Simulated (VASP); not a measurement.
# Ir (P6_3/mmc) in VASP: relaxation of cell and atoms with PBEsol

Aim: the relaxation of cell and atoms of Ir with PBEsol.

Program: VASP 6.6.1. These are calculated values, not measurements. Logs are shortened: lines on timing, memory, paths and dates and some standing lists are left out, and cuts for length are marked.

## (1) The cell of the first run

The structure is hexagonal, space group P6_3/mmc (No. 194). Conventional cell: a = 2.721 Å, b = 2.721 Å, c = 4.410 Å, α = 90.00°, β = 90.00°, γ = 120.00°. Ir (site symmetry -6m2) has 12 Ir at 2.71 to 2.72 Å within 3.6 Å.

## (2) Relaxation of cell and atoms, PBEsol, target pressure 3 GPa, at which the enthalpy is minimised

The input, INCAR:

```
PREC     = Accurate       # precision mode
ENCUT    = 500            # plane-wave cutoff, eV
EDIFF    = 1E-7           # SCF threshold, eV
ISMEAR   = -1             # smearing method
SIGMA    = 0.15           # smearing width, eV
LREAL    = F              # projectors in reciprocal space
LASPH    = T              # aspherical terms in the spheres
NELM     = 120            # most SCF steps
ALGO     = Normal         # electronic algorithm
ISIF     = 3              # what is computed and relaxed
LWAVE    = F              # write WAVECAR
LCHARG   = F              # write CHGCAR
GGA      = PS             # functional
IBRION   = 2              # ionic algorithm
NSW      = 80             # ionic steps
EDIFFG   = -0.001         # ionic threshold
PSTRESS  = 30.0         
GGA_COMPAT= F            
NELMIN   = 4
```

The input, KPOINTS:

```
regular mesh
0
Gamma
  18 18 10
```

The input, POSCAR:

```
Ir
1.0
    2.7213187380      0.0000000000      0.0000000000
   -1.3606593690      2.3567311589      0.0000000000
    0.0000000000      0.0000000000      4.4100191876
Ir
2
Direct
    0.6666666667      0.3333333333      0.7500000000
    0.3333333333      0.6666666667      0.2500000000
```

Potentials or basis: VASP PAW PBE potentials, release 64 (Ir).

Launch:

```console
cat potpaw_PBE.64/Ir/POTCAR > POTCAR
mpirun -np 1 vasp_std > vasp.out
```

OUTCAR:

```text
PREC = Accurate
   ENCUT = 500
   EDIFF = 1E-7
   ISMEAR = -1
   LREAL = F
   LASPH = T
   NELM = 120
   ISIF = 3
   GGA = PS
   IBRION = 2
   NSW = 80
   EDIFFG = -0.001
   PSTRESS = 30.0
   NELMIN = 4

 ion  position               nearest neighbor table
   1  0.667  0.333  0.750-   2 2.71   2 2.71   2 2.71   2 2.71   2 2.71   2 2.71
   2  0.333  0.667  0.250-   1 2.71   1 2.71   1 2.71   1 2.71   1 2.71   1 2.71

  LATTYP: Found a hexagonal cell.
 ALAT       =     2.7213187380
 C/A-ratio  =     1.6205448947

  Lattice vectors:

 A1 = (   2.7213187380,   0.0000000000,   0.0000000000)
 A2 = (  -1.3606593690,   2.3567311589,   0.0000000000)
 A3 = (   0.0000000000,   0.0000000000,   4.4100191876)

Analysis of symmetry for initial positions (statically):
=====================================================================
 Subroutine PRICEL returns:
 Original cell was already a primitive cell.

 Routine SETGRP: Setting up the symmetry group for a
 hexagonal supercell.

 Subroutine GETGRP returns: Found 24 space group operations
 (whereof 12 operations were pure point group operations)
 out of a pool of 24 trial point group operations.

The static configuration has the point symmetry D_3d.
 The point group associated with its full space group is D_6h.

Analysis of symmetry for dynamics (positions and initial velocities):
=====================================================================
 Subroutine PRICEL returns:
 Original cell was already a primitive cell.

 Routine SETGRP: Setting up the symmetry group for a
 hexagonal supercell.

 Subroutine GETGRP returns: Found 24 space group operations
 (whereof 12 operations were pure point group operations)
 out of a pool of 24 trial point group operations.

The dynamic configuration has the point symmetry D_3d.
 The point group associated with its full space group is D_6h.

 Subroutine INISYM returns: Found 24 space group operations
 (whereof 12 operations are pure point group operations),
 and found     1 'primitive' translations

----------------------------------------------------------------------------------------

                                     Primitive cell

  volume of cell :      28.2833

  direct lattice vectors                    reciprocal lattice vectors
     2.721318738  0.000000000  0.000000000     0.367468899  0.212158268  0.000000000
    -1.360659369  2.356731159  0.000000000     0.000000000  0.424316535  0.000000000
     0.000000000  0.000000000  4.410019188     0.000000000  0.000000000  0.226756383

[... 108 lines left out ...]
   GGA     = PS    functional components
   LHFCALC =     F    Hartree Fock is set to
   AEXX    =    0.0000 exact exchange contribution
   IVDW    =     0    specifies the selected vdW correction
   LEPSILON=     F    determine dielectric tensor
   LRPA    =     F    only Hartree local field effects (RPA)
 conjugate gradient relaxation of ions
 non-spin polarized calculation
  energy-cutoff  :      500.00
  volume of cell :       28.28
 maximum number of plane-waves:       756
 NGX is ok and might be reduce to    20
   NGX =  9   NGY =  9   NGZ = 17

--------------------------------------- Ionic step        1  -------------------------------------------

 number of electron      18.0000001 magnetization

 Free energy of the ion-electron system (eV)
  ---------------------------------------------------
  ext. energy  EPLUGINS =         0.00000000
  ---------------------------------------------------
  free energy    TOTEN  =       -19.57103826 eV

  energy without entropy =      -19.39837046  energy(sigma->0) =      -19.48470436

------------------------ aborting loop because EDIFF is reached ----------------------------------------

  FORCE on cell =-STRESS in cart. coord.  units (eV):
  Direction    XX          YY          ZZ          XY          YZ          ZX
  --------------------------------------------------------------------------------------
  -------------------------------------------------------------------------------------
  Total        0.1623460      0.1623460      0.1705937      0.0000000      0.0000000      0.0000000
  in kB        9.1964924      9.1964924      9.6637016      0.0000000      0.0000000      0.0000000
  external PRESSURE =     -20.6477712 kB  Pullay stress =      30.0000000 kB
[... 97 lines left out ...]
  energy  without entropy=      -19.3981773700  energy(sigma->0) =      -19.48370838

  enthalpy is  TOTEN    =       -19.0424226473 eV   P V=        0.5268167459

[... ionic steps 4 to 11 ...]

--------------------------------------- Ionic step       12  -------------------------------------------

 number of electron      18.0000001 magnetization

------------------------ aborting loop because EDIFF is reached ----------------------------------------
[... 71 lines left out ...]
--------------------------------------- Ionic step       14  -------------------------------------------

 number of electron      18.0000001 magnetization

 Free energy of the ion-electron system (eV)
  ---------------------------------------------------
  ext. energy  EPLUGINS =         0.00000000
  ---------------------------------------------------
  free energy    TOTEN  =       -19.56922354 eV

  energy without entropy =      -19.39818647  energy(sigma->0) =      -19.48370501

 E-fermi :  10.4617     XC(G=0): -14.1340

 val. band max:       10.4551694262   @ k =   0.3333   0.0556   0.4000
 cond. band min:      10.4660143357   @ k =   0.3333   0.2778   0.3000
 fundamental gap:      0.0108449095
 Fermi energy:        10.4616960556

 k-point     1 :       0.0000    0.0000    0.0000
  band No.  band energies     occupation
      1      -0.9074      2.00000
      2       2.1663      2.00000
      3       6.4668      2.00000
      4       6.5643      2.00000
      5       6.5643      2.00000
      6       7.2369      2.00000
      7       7.2369      2.00000
      8       8.0532      2.00000
      9       8.0532      2.00000
     10       9.5729      1.99467
     11      10.7536      0.24997
     12      10.7536      0.24997
     13      17.5812      0.00000
[... 354 lines left out ...]
  band No.  band energies     occupation
      1       3.1425      2.00000
      2       3.2367      2.00000
      3       3.5650      2.00000
      4       6.1604      2.00000
      5       6.3246      2.00000
      6       6.8336      2.00000
      7       7.4260      2.00000
      8      10.6476      0.44900
      9      11.1235      0.02397
     10      11.2614      0.00963
     11      13.0420      0.00000
     12      16.2094      0.00000
     13      18.6431      0.00000

 [... further k-points ...]
[... 5 lines left out ...]
  --------------------------------------------------------------------------------------
  -------------------------------------------------------------------------------------
  Total        0.5269291      0.5269291      0.5262010      0.0000000      0.0000000      0.0000000
  in kB       30.0073731     30.0073731     29.9659075      0.0000000      0.0000000      0.0000000
  external PRESSURE =      -0.0064488 kB  Pullay stress =      30.0000000 kB
[... 21 lines left out ...]
  energy  without entropy=      -19.3981864738  energy(sigma->0) =      -19.48370501

  enthalpy is  TOTEN    =       -19.0424238755 eV   P V=        0.5267996689

 reached required accuracy - stopping structural energy minimisation
```

Wall time 3 min (1 thread of Intel Xeon Platinum 8488C (Sapphire Rapids), shared host); peak memory 0.21 GiB.

Results:

```yaml
Free_energy: -19.5692 eV
Relaxed_volume: 14.07 Å³/atom
Relaxed_cell: a = 2.716 Å, b = 2.716 Å, c = 4.403 Å, α = 90.00°, β = 90.00°, γ = 120.00°
Space_group_after_relaxing_to_0.05_Å: P6_3/mmc (No. 194)
Energy_change_on_relaxing_the_enthalpy_is_what_falls: +0.9 meV/atom
Ionic_steps: 14
Pressure_after_relaxing: 3.0 GPa
Band_gap_on_the_k_mesh: zero (band 9 reaches 11.47 eV, above the bottom of band 10 at 8.08 eV)
```

Step by step:
```csv
step,energy change (eV),largest force (eV/Å),pressure (GPa),volume (Å³)
1,0.0000,0.0000,0.94,28.28
2,0.0289,0.0000,11.89,27.54
3,0.0018,0.0000,2.99,28.14
4,0.0019,0.0000,3.03,28.13
5,0.0017,0.0000,2.91,28.14
6,0.0018,0.0000,2.98,28.14
7,0.0019,0.0000,3.03,28.13
8,0.0018,0.0000,3.01,28.13
9,0.0018,0.0000,3.01,28.13
10,0.0018,0.0000,3.01,28.13
11,0.0018,0.0000,3.01,28.13
12,0.0018,0.0000,3.01,28.13
13,0.0018,0.0000,3.00,28.13
14,0.0018,0.0000,3.00,28.13
```

Final structure:
```yaml
crystal:
  lattice:
    - [2.71628, 0.00000, 0.00000]
    - [-1.35814, 2.35237, 0.00000]
    - [0.00000, 0.00000, 4.40306]
  atoms:
    - { symbol: Ir, position: [0.66667, 0.33333, 0.75000] }
    - { symbol: Ir, position: [0.33333, 0.66667, 0.25000] }
```

Levels at points of the mesh, in eV from the Fermi level:
| k point | band 7 | band 8 | band 9 | band 10 | band 11 | band 12 |
| --- | --- | --- | --- | --- | --- | --- |
| (0.00, 0.00, 0.00) | -3.22 | -2.41 | -2.41 | -0.89 | 0.29 | 0.29 |
| (0.50, 0.00, 0.00) | -3.03 | 0.74 | 1.01 | 1.16 | 2.98 | 4.44 |
| (0.00, 0.00, 0.50) | -4.02 | -4.02 | -0.46 | -0.46 | -0.46 | -0.46 |
| (0.50, 0.00, 0.50) | -1.02 | -1.02 | 0.99 | 0.99 | 2.03 | 2.03 |

Caveat: the cell is relaxed towards a set pressure, so the enthalpy falls and the energy may rise; the PAW data sets were made with another functional, which shifts forces and pressure a little; spin-orbit coupling is left out, which moves the levels of the heavy elements.
